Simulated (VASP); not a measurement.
Here is a VASP 6.6.1 calculation.

The input INCAR:

```
PREC = Accurate ; ENCUT = 600
EDIFF = 1E-7 ; ISMEAR = 0
SIGMA = 0.1 ; LREAL = False
LASPH = True ; NELM = 150
ALGO = Normal ; ISIF = 4
LWAVE = False ; LCHARG = False
ISPIN = 2 ; MAGMOM = 0 2.35 0 0 0 0
LORBIT = 11 ; LMAXMIX = 4
GGA = PE ; IBRION = 2
NSW = 50 ; EDIFFG = -0.01
```

Contents of KPOINTS:

```
Automatic mesh
0
Gamma
  12 12 6
```

File POSCAR:

```
TaMnB4
1.0
    3.0821324046      0.0000000000      0.0000000000
   -1.5410662023      2.6692049602      0.0000000000
    0.0000000000      0.0000000000      6.3435141540
Ta Mn B
1 1 4
Direct
    0.0000000000      0.0000000000      0.5000000000
    0.0000000000      0.0000000000      0.0000000000
    0.3333333333      0.6666666667      0.7657949874
    0.3333333333      0.6666666667      0.2342050126
    0.6666666667      0.3333333333      0.7657949874
    0.6666666667      0.3333333333      0.2342050126
```

Potentials or basis: VASP PAW PBE potentials, release 64 (Ta_pv, Mn_pv, B).

Run with:

```console
$ cat potpaw_PBE.64/Ta_pv/POTCAR potpaw_PBE.64/Mn_pv/POTCAR potpaw_PBE.64/B/POTCAR > POTCAR
$ mpirun -np 1 vasp_std > vasp.out
```

(1) Estimate the net moment.

(2) What does it give for the site moments?

Answers

(1) 2.26 μB per cell.

(2) Ta -0.05; Mn +2.33; B -0.01 μB.

Caveat: a cell with one magnetic atom can't hold antiferromagnetic order, which such compounds often take.
